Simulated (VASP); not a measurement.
Ga3Se: single point with PBE-based screened hybrid with 15 % exact exchange

Crystal: Ga3Se.

```
Se Ga
1.0
     4.43246    0.00000    0.00000
     0.00000    4.43246    0.00000
     0.00000    0.00000    4.43246
Se Ga
1 3
Direct
  0.00000 0.00000 0.00000
  0.50000 0.50000 0.00000
  0.50000 0.00000 0.50000
  0.00000 0.50000 0.50000
```

```yaml
Program: VASP 6.6.1
Task: single point
Functional: PBE-based screened hybrid with 15 % exact exchange
Potentials_or_basis: VASP PAW PBE potentials, release 64 (Se, Ga_d)
Cutoff: 520 eV
k_mesh: 4 × 4 × 4
Occupations: fermi-dirac, width 0.05 eV
Spin: no spin polarisation
```

- Pressure: -0.5 GPa
- Band gap on the k mesh: zero (an odd number of electrons rules out a gap without spin polarisation)

Levels at points of the mesh, in eV from the Fermi level:
| k point | band 21 | band 22 | band 23 | band 24 | band 25 | band 26 |
| --- | --- | --- | --- | --- | --- | --- |
| (0.00, 0.00, 0.00) | -3.03 | -3.03 | 1.74 | 1.74 | 1.74 | 4.75 |
| (0.50, 0.00, 0.00) | -2.30 | -1.24 | -0.26 | -0.26 | 1.30 | 4.26 |
| (0.50, 0.50, 0.00) | -0.82 | -0.82 | -0.76 | 1.46 | 1.81 | 1.81 |
| (0.50, 0.50, 0.50) | -5.31 | -5.31 | -3.83 | 4.30 | 4.30 | 4.30 |

Wall time 47 min on 4 MPI ranks on Oxide Virtual Turin-like Processor (shared host), peak memory 0.32 GiB a rank.

Caveat: the PAW data sets were made with another functional, which shifts forces and pressure a little.
